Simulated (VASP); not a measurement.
# WS2 in VASP: a series of runs

Runs on WS2. Level: r2SCAN. Tasks: single point.

Program: VASP 6.6.1. These are calculated values, not measurements. Logs are shortened: lines on timing, memory, paths and dates and some standing lists are left out, and cuts for length are marked.

## (1) The cell of the first run

The cell holds a sheet with vacuum, 3 atoms: a = 3.160 Å, b = 3.160 Å, c = 21.140 Å, α = 90.00°, β = 90.00°, γ = 120.00°.

## (2) Single point, r2SCAN

The input, POSCAR:

```
WS2
1.0
    3.1600000000      0.0000000000      0.0000000000
   -1.5800000000      2.7366402760      0.0000000000
    0.0000000000      0.0000000000     21.1400000000
S W
2 1
Direct
    0.0000000000      0.0000000000      0.4257332072
    0.0000000000      0.0000000000      0.5742667928
    0.3333333333      0.6666666667      0.5000000000
```

The input, INCAR.step1:

```
SYSTEM = WS2
  PREC = Accurate
  ENCUT = 520
  ISMEAR = 0
  SIGMA = 0.01
  LREAL = .FALSE.
  LASPH = .TRUE.
  NELM = 60
  NBANDS = 20
  GGA = PE
  ALGO = Normal
  EDIFF = 1E-4
  LWAVE = .TRUE.
  LCHARG = .FALSE.
```

The input, INCAR.step2:

```
SYSTEM = WS2
  PREC = Accurate
  ENCUT = 520
  EDIFF = 1E-6
  ISMEAR = 0
  SIGMA = 0.01
  LREAL = .FALSE.
  LASPH = .TRUE.
  NELM = 60
  ALGO = Normal
  ISIF = 2
  LWAVE = .FALSE.
  LCHARG = .FALSE.
  METAGGA = R2SCAN
  LMIXTAU = .TRUE.
  NBANDS = 20
  ISTART = 1
```

The input, KPOINTS:

```
regular mesh
0
G
  12 12 1
  0 0 0
```

Potentials or basis: VASP PAW PBE potentials, release 64 (S, W_sv).

Command:

```console
> cat potpaw_PBE.64/S/POTCAR potpaw_PBE.64/W_sv/POTCAR > POTCAR
> cp INCAR.step1 INCAR
> mpirun -np 1 vasp_std > vasp.out
> cp INCAR.step2 INCAR
> mpirun -np 1 vasp_std > vasp.out
```

OUTCAR:

```text
SYSTEM = WS2
   PREC = Accurate
   ENCUT = 520
   EDIFF = 1E-6
   ISMEAR = 0
   LREAL = .FALSE.
   LASPH = .TRUE.
   NELM = 60
   ISIF = 2
   METAGGA = R2SCAN
   ISTART = 1

 ion  position               nearest neighbor table
   1  0.000  0.000  0.426-   3 2.41   3 2.41   3 2.41
   2  0.000  0.000  0.574-   3 2.41   3 2.41   3 2.41
   3  0.333  0.667  0.500-   1 2.41   2 2.41   1 2.41   2 2.41   1 2.41   2 2.41

  LATTYP: Found a hexagonal cell.
 ALAT       =     3.1600000000
 C/A-ratio  =     6.6898734177

  Lattice vectors:

 A1 = (   3.1600000000,   0.0000000000,   0.0000000000)
 A2 = (  -1.5800000000,   2.7366402760,   0.0000000000)
 A3 = (   0.0000000000,   0.0000000000,  21.1400000000)

Analysis of symmetry for initial positions (statically):
=====================================================================
 Subroutine PRICEL returns:
 Original cell was already a primitive cell.

 Routine SETGRP: Setting up the symmetry group for a
 hexagonal supercell.

 Subroutine GETGRP returns: Found 12 space group operations
 (whereof 12 operations were pure point group operations)
 out of a pool of 24 trial point group operations.

The static configuration has the point symmetry D_3h.

Analysis of symmetry for dynamics (positions and initial velocities):
=====================================================================
 Subroutine PRICEL returns:
 Original cell was already a primitive cell.

 Routine SETGRP: Setting up the symmetry group for a
 hexagonal supercell.

 Subroutine GETGRP returns: Found 12 space group operations
 (whereof 12 operations were pure point group operations)
 out of a pool of 24 trial point group operations.

The dynamic configuration has the point symmetry D_3h.

 Subroutine INISYM returns: Found 12 space group operations
 (whereof 12 operations are pure point group operations),
 and found     1 'primitive' translations

----------------------------------------------------------------------------------------

                                     Primitive cell

  volume of cell :     182.8141

  direct lattice vectors                    reciprocal lattice vectors
     3.160000000  0.000000000  0.000000000     0.316455696  0.182705781  0.000000000
    -1.580000000  2.736640276  0.000000000     0.000000000  0.365411563  0.000000000
     0.000000000  0.000000000 21.140000000     0.000000000  0.000000000  0.047303690

  length of vectors
     3.160000000  3.160000000 21.140000000     0.365411563  0.365411563  0.047303690

  position of ions in fractional coordinates (direct lattice)
     0.000000000  0.000000000  0.425733207
     0.000000000  0.000000000  0.574266793
     0.333333333  0.666666667  0.500000000

  ion indices of the primitive-cell ions
   primitive index   ion index
                 1           1
                 2           2
                 3           3

----------------------------------------------------------------------------------------

 KPOINTS: regular mesh

Automatic generation of k-mesh.
 Grid dimensions read from file:
 generate k-points for:   12   12    1

 Generating k-lattice:

  Cartesian coordinates                     Fractional coordinates (reciprocal lattice)
     0.026371308  0.015225482  0.000000000     0.083333333  0.000000000  0.000000000
     0.000000000  0.030450964  0.000000000     0.000000000  0.083333333  0.000000000
     0.000000000  0.000000000  0.047303690     0.000000000  0.000000000  1.000000000

  Length of vectors
     0.030450964  0.030450964  0.047303690

  Shift w.r.t. Gamma in fractional coordinates (k-lattice)
     0.000000000  0.000000000  0.000000000

 Subroutine IBZKPT returns following result:
 ===========================================

 Found     19 irreducible k-points:

 Following reciprocal coordinates:
            Coordinates               Weight
  0.000000  0.000000  0.000000      1.000000
  0.083333  0.000000  0.000000      6.000000
  0.166667  0.000000  0.000000      6.000000
  0.250000  0.000000  0.000000      6.000000
  0.333333  0.000000  0.000000      6.000000
  0.416667  0.000000  0.000000      6.000000
[... 11 lines left out ...]
  0.333333  0.250000  0.000000     12.000000
  0.333333  0.333333  0.000000      2.000000
   k-points           NKPTS =     19   k-points in BZ     NKDIM =     19   number of bands    NBANDS=     20
   number of dos      NEDOS =    301   number of ions     NIONS =      3
   total plane-waves  NPLWV =  92160
   dimension x,y,z NGX =    24 NGY =   24 NGZ =  160
   dimension x,y,z NGXF=    48 NGYF=   48 NGZF=  320
   ions per type =               2   1
   NGX,Y,Z   is equivalent  to a cutoff of  12.63, 12.63, 12.58 a.u.
   NGXF,Y,Z  is equivalent  to a cutoff of  25.25, 25.25, 25.16 a.u.
 SYSTEM =  WS2
   PREC   = accura    normal or accurate (medium, high low for compatibility)
   ISTART =      1    job   : 0-new  1-cont  2-samecut
   ICHARG =      0    charge: 1-file 2-atom 10-const
   ISPIN  =      1    spin polarized calculation?
   LNONCOLLINEAR =      F non collinear calculations
   LSORBIT =      F    spin-orbit coupling
   LASPH  =      T    aspherical Exc in radial PAW
   ENCUT  =  520.0 eV  38.22 Ry    6.18 a.u.   5.88  5.88 39.31*2*pi/ulx,y,z
   NELM   =     60;   NELMIN=  2; NELMDL=  0     # of ELM steps
   EDIFF  = 0.1E-05   stopping-criterion for ELM
   LREAL  =      F    real-space projection
   EDIFFG = 0.1E-04   stopping-criterion for IOM
   NSW    =      0    number of steps for IOM
   IBRION =     -1    ionic relax: 0-MD 1-quasi-New 2-CG
   NFREE  =      0    steps in history (QN), initial steepest desc. (CG)
   ISIF   =      2    stress and relaxation
   ISYM   =      2    0-nonsym 1-usesym 2-fastsym
   POTIM  = 0.5000    time-step for ionic-motion
   TEBEG  =    0.0;   TEEND  =   0.0 temperature during run
   PSTRESS=    0.0 pullay stress
   NELECT =      26.0000    total number of electrons
   NUPDOWN=      -1.0000    fix difference up-down
   EMIN   =  10.00;   EMAX   =-10.00  energy-range for DOS
   EFERMI =   0.00;   METHOD = LEGACY
   ISMEAR =     0;   SIGMA  =   0.01  broadening in eV -4-tet -1-fermi 0-gaus
   EFERMI_NEDOS =   21; number of points for ismear=-14 and -15
   IALGO  =     38    algorithm
   IMIX   =      4    mixing-type and parameters
     AMIX     =   0.40;   BMIX     =  1.00
     AMIX_MAG =   1.60;   BMIX_MAG =  1.00
  volume/ion in A,a.u.               =      60.94       411.23
  Fermi-wavevector in a.u.,A,eV,Ry     =   0.854534  1.614835  9.935360  0.730228
  Thomas-Fermi vector in A             =   1.971145
   LORBIT       =      0    0 simple, 1 ext, 2 COOP (PROOUT), +10 PAW based schemes
   METAGGA = R2SCAN    functional components
   LHFCALC =     F    Hartree Fock is set to
   AEXX    =    0.0000 exact exchange contribution
   IVDW    =     0    specifies the selected vdW correction
   LEPSILON=     F    determine dielectric tensor
   LRPA    =     F    only Hartree local field effects (RPA)
 non-spin polarized calculation
 Gauss-broadening in eV      SIGMA  =   0.01
  energy-cutoff  :      520.00
  volume of cell :      182.81
 maximum number of plane-waves:      4958
 NGX is ok and might be reduce to    24
   NGX = 11   NGY = 11   NGZ = 79

 number of electron      25.9999996 magnetization

 Free energy of the ion-electron system (eV)
  ---------------------------------------------------
  ext. energy  EPLUGINS =         0.00000000
  ---------------------------------------------------
  free energy    TOTEN  =       -70.03462277 eV

  energy without entropy =      -70.03462277  energy(sigma->0) =      -70.03462277

 E-fermi :  -2.0223     XC(G=0):  -3.7137

 val. band max:       -2.2170440191   @ k =   0.3333   0.3333   0.0000
 cond. band min:      -0.1839850836   @ k =   0.3333   0.3333   0.0000
 fundamental gap:      2.0330589355
 Fermi energy:        -2.0222555892

 k-point     1 :       0.0000    0.0000    0.0000
  band No.  band energies     occupation
      1     -78.1554      2.00000
      2     -41.7582      2.00000
      3     -41.5787      2.00000
      4     -41.5787      2.00000
      5     -17.7562      2.00000
      6     -16.0398      2.00000
[... 12 lines left out ...]
     19       3.7557      0.00000
     20       3.8363      0.00000

 k-point     2 :       0.0833    0.0000    0.0000
  band No.  band energies     occupation
      1     -78.1540      2.00000
      2     -41.7533      2.00000
      3     -41.6049      2.00000
      4     -41.5847      2.00000
      5     -17.6340      2.00000
      6     -15.9951      2.00000
[... 12 lines left out ...]
     19       3.8959      0.00000
     20       4.1803      0.00000

 k-point     3 :       0.1667    0.0000    0.0000
  band No.  band energies     occupation
      1     -78.1501      2.00000
      2     -41.7401      2.00000
      3     -41.6761      2.00000
      4     -41.6013      2.00000
      5     -17.2862      2.00000
      6     -15.8680      2.00000
[... 12 lines left out ...]
     19       4.3071      0.00000
     20       4.7376      0.00000

 k-point     4 :       0.2500    0.0000    0.0000
  band No.  band energies     occupation
      1     -78.1448      2.00000
      2     -41.7721      2.00000
      3     -41.7220      2.00000
      4     -41.6238      2.00000
      5     -16.7692      2.00000
      6     -15.6814      2.00000
[... 12 lines left out ...]
     19       4.9517      0.00000
     20       5.3252      0.00000

 k-point     5 :       0.3333    0.0000    0.0000
  band No.  band energies     occupation
      1     -78.1396      2.00000
      2     -41.8665      2.00000
      3     -41.7038      2.00000
      4     -41.6462      2.00000
      5     -16.1841      2.00000
      6     -15.4764      2.00000
[... 12 lines left out ...]
     19       5.6423      0.00000
     20       5.6762      0.00000
[... 238 lines left out ...]
      6     -15.1660      2.00000
[... 12 lines left out ...]
     19       6.9150      0.00000
     20       7.6276      0.00000

 k-point    17 :       0.2500    0.2500    0.0000
  band No.  band energies     occupation
      1     -78.1343      2.00000
      2     -41.8894      2.00000
      3     -41.7412      2.00000
      4     -41.6856      2.00000
      5     -15.5213      2.00000
      6     -15.2209      2.00000
[... 12 lines left out ...]
     19       6.3309      0.00000
     20       6.9530      0.00000

 k-point    18 :       0.3333    0.2500    0.0000
  band No.  band energies     occupation
      1     -78.1324      2.00000
      2     -41.8938      2.00000
      3     -41.7797      2.00000
      4     -41.6789      2.00000
      5     -15.2480      2.00000
      6     -15.1159      2.00000
[... 12 lines left out ...]
     19       6.0046      0.00000
     20       7.5810      0.00000

 k-point    19 :       0.3333    0.3333    0.0000
  band No.  band energies     occupation
      1     -78.1316      2.00000
      2     -41.8631      2.00000
      3     -41.8264      2.00000
      4     -41.6764      2.00000
      5     -15.1486      2.00000
      6     -15.0714      2.00000
[... 12 lines left out ...]
     19       5.3160      0.00000
     20       7.7817      0.00000

------------------------ aborting loop because EDIFF is reached ----------------------------------------

  FORCE on cell =-STRESS in cart. coord.  units (eV):
  Direction    XX          YY          ZZ          XY          YZ          ZX
  --------------------------------------------------------------------------------------
  -------------------------------------------------------------------------------------
  Total        0.7003389      0.7003389     -0.1949651      0.0000000      0.0000000      0.0000000
  in kB        6.1377483      6.1377483     -1.7086684      0.0000000      0.0000000      0.0000000
  external PRESSURE =       3.5222760 kB  Pullay stress =       0.0000000 kB

 VOLUME and BASIS-vectors are now :
 -----------------------------------------------------------------------------
  energy-cutoff  :      520.00
  volume of cell :      182.81
      direct lattice vectors                 reciprocal lattice vectors
     3.160000000  0.000000000  0.000000000     0.316455696  0.182705781  0.000000000
    -1.580000000  2.736640276  0.000000000     0.000000000  0.365411563  0.000000000
     0.000000000  0.000000000 21.140000000     0.000000000  0.000000000  0.047303690

 POSITION                                       TOTAL-FORCE (eV/Angst)
 -----------------------------------------------------------------------------------
      0.00000      0.00000      9.00000        -0.000000      0.000000      0.052457
      0.00000      0.00000     12.14000        -0.000000     -0.000000     -0.052457
     -0.00000      1.82443     10.57000         0.000000     -0.000000      0.000000
 -----------------------------------------------------------------------------------
    total drift:                                0.000000     -0.000000     -0.000000

  FREE ENERGIE OF THE ION-ELECTRON SYSTEM (eV)
  ---------------------------------------------------
  free  energy   TOTEN  =       -70.0346227722 eV

  energy  without entropy=      -70.0346227722  energy(sigma->0) =      -70.03462277
```

It took 7.9 min on 1 thread of AMD EPYC 7R43 (Zen 3), shared host; peak memory 0.31 GiB.

What came out:

- Free energy: -70.0346 eV
- Largest force: 0.052 eV/Å
- Band gap on the k mesh: 2.03 eV, direct

Forces in eV/Å, atoms in the order of the input:
```
S    0.000  0.000  0.052
S    0.000  0.000 -0.052
W    0.000  0.000  0.000
```

Levels at points of the mesh, in eV from the valence-band top:
```tsv
k point	band 9	band 10	band 11	band 12	band 13	band 14	band 15	band 16	band 17	band 18
(0.00, 0.00, 0.00)	-2.99	-2.31	-1.70	-1.70	-0.09	3.14	3.14	3.26	3.26	5.65
(0.50, 0.00, 0.00)	-4.67	-3.60	-2.33	-1.35	-1.00	3.11	3.55	4.43	5.03	5.60
```

Caveat: the PAW data sets were made with another functional, which shifts forces and pressure a little; spin-orbit coupling is left out, which moves the levels of the heavy elements.

## (3) Single point, r2SCAN

This run uses another cell than the first one, of 61.75 Å³/atom, 1.013 times its volume.

The input, POSCAR:

```
WS2
1.0
    3.1810407692      0.0000000000      0.0000000000
   -1.5905203846      2.7548621166      0.0000000000
    0.0000000000      0.0000000000     21.1400000000
S W
2 1
Direct
    0.0000000000      0.0000000000      0.4262464747
    0.0000000000      0.0000000000      0.5737535253
    0.3333333333      0.6666666667      0.5000000000
```

The input, INCAR.step1:

```
SYSTEM = WS2
PREC = Accurate ; ENCUT = 520
ISMEAR = 0 ; SIGMA = 0.01
LREAL = .False. ; LASPH = .True.
NELM = 80 ; NBANDS = 20
GGA = PE ; ALGO = Normal
EDIFF = 1E-4 ; LWAVE = .True.
LCHARG = .False.
```

The input, INCAR.step2:

```
SYSTEM = WS2
PREC = Accurate ; ENCUT = 520
EDIFF = 1E-6 ; ISMEAR = 0
SIGMA = 0.01 ; LREAL = .False.
LASPH = .True. ; NELM = 80
ALGO = Normal ; ISIF = 2
LWAVE = .False. ; LCHARG = .False.
METAGGA = R2SCAN ; LMIXTAU = .True.
NBANDS = 20 ; ISTART = 1
```

The input, KPOINTS:

```
regular mesh
0
Gamma
  12 12 1
  0 0 0
```

Potentials or basis: VASP PAW PBE potentials, release 64 (S, W_sv).

Command:

```console
> cat potpaw_PBE.64/S/POTCAR potpaw_PBE.64/W_sv/POTCAR > POTCAR
> cp INCAR.step1 INCAR
> mpirun -np 1 vasp_std > vasp.out
> cp INCAR.step2 INCAR
> mpirun -np 1 vasp_std > vasp.out
```

Run time: 7.6 min. Hardware: 1 thread of AMD EPYC 7R43 (Zen 3), shared host; peak memory 0.31 GiB.

It converged, with:

```yaml
Free_energy: -70.0404 eV
Largest_force: 0.023 eV/Å
Band_gap_on_the_k_mesh: 1.91 eV, indirect (least direct gap 1.93 eV)
```

Forces on the atoms (eV/Å):
```
S    0.000  0.000 -0.023
S    0.000  0.000  0.023
W    0.000  0.000  0.000
```

Levels at points of the mesh, in eV from the valence-band top:
| k point | band 9 | band 10 | band 11 | band 12 | band 13 | band 14 | band 15 | band 16 | band 17 | band 18 |
| --- | --- | --- | --- | --- | --- | --- | --- | --- | --- | --- |
| (0.00, 0.00, 0.00) | -3.07 | -2.23 | -1.78 | -1.78 | 0.00 | 3.08 | 3.08 | 3.23 | 3.23 | 5.60 |
| (0.50, 0.00, 0.00) | -4.65 | -3.64 | -2.27 | -1.43 | -0.98 | 3.00 | 3.47 | 4.41 | 5.01 | 5.55 |

Caveat: the PAW data sets were made with another functional, which shifts forces and pressure a little; spin-orbit coupling is left out, which moves the levels of the heavy elements.
